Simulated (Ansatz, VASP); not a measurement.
# MgS in VASP and in Ansatz

INCAR

```
PREC = Accurate ; ENCUT = 600
EDIFF = 1E-7 ; ISMEAR = 0
SIGMA = 0.01 ; LREAL = F
LASPH = T ; NELM = 100
ALGO = Normal ; ISIF = 3
LWAVE = F ; LCHARG = F
GGA = PS ; IVDW = 12
IBRION = 2 ; NSW = 80
EDIFFG = -0.03
```

Contents of KPOINTS:

```
Automatic mesh
0
Gamma
  6 6 6
```

POSCAR

```
MgS
1.0
    0.0000000000      2.8331200000      2.8331200000
    2.8331200000      0.0000000000      2.8331200000
    2.8331200000      2.8331200000      0.0000000000
Mg S
1 1
Direct
    0.0000000000      0.0000000000      0.0000000000
    0.7500000000      0.7500000000      0.7500000000
```

Input for Ansatz:

```yaml
crystal:
  lattice:
    - [0.0, 2.83312, 2.83312]
    - [2.83312, 0.0, 2.83312]
    - [2.83312, 2.83312, 0.0]
  atoms:
    - { symbol: Mg, position: [0.0, 0.0, 0.0] }
    - { symbol: S, position: [0.75, 0.75, 0.75] }
kpoints:
  mp_grid:
    grid: [6, 6, 6]
hamiltonian:
  xc: pbesol
  dispersion: d3bj
scf:
  occupations:
    method: fixed
relax:
  f_tol: 0.03
  cell: {}
```

Alike in both runs: task relaxation of cell and atoms; functional PBEsol; dispersion D3(BJ); k mesh 6 × 6 × 6; no spin polarisation.

```csv
,VASP,Ansatz
version,VASP 6.6.1,Ansatz 0.2.0
potentials or method,"VASP PAW PBE potentials, release 64 (Mg, S)","plane waves, PAW"
plane-wave cutoff (eV),600,420
occupations,"gaussian, width 0.01 eV",fixed
valence electrons in the cell,8,16
```

```tsv
	VASP	Ansatz	Ansatz less VASP
relaxed volume (Å³/atom)	21.91	21.91	+0.006
relaxed cell length with the largest relative difference (Å)	3.957	3.957	+0.0003
```

VASP's potentials were made for PBE, not for PBEsol. VASP's potentials hold 8 valence electrons a cell and Ansatz's 16, so a difference there can come from the potentials and not from the codes.
